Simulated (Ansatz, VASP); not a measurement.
## Two plane-wave programs on LiBPt

```xyz
3
Lattice="3.5125 0.0000 0.0000 -1.7562 3.0419 0.0000 0.0000 0.0000 3.9270" Properties=species:S:1:pos:R:3 pbc="T T T"
Li    0.0000    0.0000    0.0000
B     1.7562    1.0140    1.9635
Pt    0.0000    2.0279    1.9635
```

Change from the starting cell: species swapped into the TbCuSi type (P-6m2, No. 187).

Alike in both runs: functional PBE; k mesh 18 × 18 × 12; occupations gaussian, width 0.1 eV; no spin polarisation.

Ansatz relaxed the structure, and its values are those at the end. VASP's run is a single point on that final structure, the one shown.

```csv
,VASP,Ansatz
version,VASP 6.6.1,Ansatz 0.2.0
potentials or method,"VASP PAW PBE potentials, release 64 (Li_sv, B, Pt_sv_GW), cutoff 880 eV","scalar-relativistic, plane waves, PAW"
valence electrons in the cell,24,24
```

|  | VASP | Ansatz | Ansatz less VASP |
| --- | --- | --- | --- |
| gap on the k mesh at the Fermi level (eV) | none | none | - |
| pressure (GPa) | 0.0 | 0.0 | +0.02 |

A gap of «none» marks a metal or a gap that the smearing closes. With one functional, cell and mesh, what is left measures potentials, basis and numerics.

Neither program's run includes spin-orbit coupling.
